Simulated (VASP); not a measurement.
A run of VASP 6.6.1:

The input INCAR:

```
PREC = Accurate
ENCUT = 500
EDIFF = 1E-6
ISMEAR = 0
SIGMA = 0.1
LREAL = F
LASPH = T
NELM = 120
ALGO = Normal
ISIF = 2
LWAVE = F
LCHARG = T
GGA = PS
LELF = T
LVHAR = T
NBANDS = 16
GGA_COMPAT = F
```

Contents of KPOINTS:

```
Automatic mesh
0
Gamma
  10 10 10
```

Contents of POSCAR:

```
InSb
1.0
    0.0000000000      3.2339052246      3.2875310182
    3.2339052246      0.0000000000      3.2875310182
    3.2339052246      3.2339052246      0.0000000000
In Sb
1 1
Direct
    0.0000000000      0.0000000000      0.0000000000
    0.2500000000      0.2500000000      0.2500000000
```

Potentials or basis: VASP PAW PBE potentials, release 64 (In_d, Sb).

Launch:

```console
$ cat potpaw_PBE.64/In_d/POTCAR potpaw_PBE.64/Sb/POTCAR > POTCAR
$ mpirun -np 1 vasp_std > vasp.out
```

Hardware: 1 thread of Intel(R) Xeon(R) Platinum 8488C (Sapphire Rapids), with other jobs on the host.

How long does it take, and how much memory?

Run time: 68 s on 1 thread of Intel(R) Xeon(R) Platinum 8488C (Sapphire Rapids) (shared host), peak memory 0.26 GiB. Counts: scf iterations 12, k points 102.
